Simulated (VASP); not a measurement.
Input of a VASP 6.6.1 run:

Contents of INCAR:

```
ALGO = Normal ; EDIFF = 1E-7
ENCUT = 520 ; GGA = PS
ISIF = 2 ; ISMEAR = -1
LASPH = T ; LCHARG = T
LELF = T ; LREAL = F
LVHAR = T ; LWAVE = F
NBANDS = 12 ; NELM = 60
PREC = Accurate ; SIGMA = 0.1
```

KPOINTS

```
k-points
0
Gamma
  21 21 21
```

File POSCAR:

```
Ta
1.0
    0.0000000000      2.0881934083      2.0881934083
    2.0881934083      0.0000000000      2.0881934083
    2.0881934083      2.0881934083      0.0000000000
Ta
1
Direct
    0.0000000000      0.0000000000      0.0000000000
```

Potentials or basis: VASP PAW PBE potentials, release 64 (Ta_pv).

Command:

```console
$ cat potpaw_PBE.64/Ta_pv/POTCAR > POTCAR
$ mpirun -np 1 vasp_std > vasp.out
```

Q: Predict the band gap on the k mesh.

A: Zero (an odd number of electrons rules out a gap without spin polarisation).

Q: What does it give for the pressure?

A: 0.2 GPa.

Caveat: the PAW data sets were made with another functional, which shifts forces and pressure a little; spin-orbit coupling is left out, which moves the levels of the heavy elements.
